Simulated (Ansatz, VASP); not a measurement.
**Two plane-wave programs on Be3TeO2**

```
Be Te O
1.0
     2.34035   -6.03005    0.00000
     2.34035    6.03005    0.00000
     0.00000    0.00000    2.68738
Be Te O
3 1 2
Direct
  0.76135 0.23865 0.00000
  0.23865 0.76135 0.00000
  0.50000 0.50000 0.50000
  0.00000 0.00000 0.00000
  0.50000 0.00000 0.50000
  0.00000 0.50000 0.50000
```

Change from the starting cell: species swapped into the LaAl2Ag3 type (Cmmm, No. 65).

Alike in both runs: functional PBE; k mesh 4 × 4 × 4; occupations gaussian, width 0.1 eV; no spin polarisation.

Ansatz relaxed the structure, and its values are those at the end. VASP's run is a single point on that final structure, the one shown.

|  | VASP | Ansatz |
| --- | --- | --- |
| version | VASP 6.6.1 | Ansatz 0.2.0 |
| potentials or method | VASP PAW PBE potentials, release 64 (Be, Te, O), cutoff 520 eV | scalar-relativistic, plane waves, PAW |
| valence electrons in the cell | 24 | 34 |

```tsv
	VASP	Ansatz	Ansatz less VASP
gap on the k mesh at the Fermi level (eV)	none	none	-
pressure (GPa)	0.3	0.1	-0.19
```

A gap of «none» marks a metal or a gap that the smearing closes. VASP's potentials hold 24 valence electrons a cell and Ansatz's 34, so a difference there can come from the potentials and not from the codes.

The k mesh is coarse, so the values compare programs but aren't converged. Neither program's run includes spin-orbit coupling.
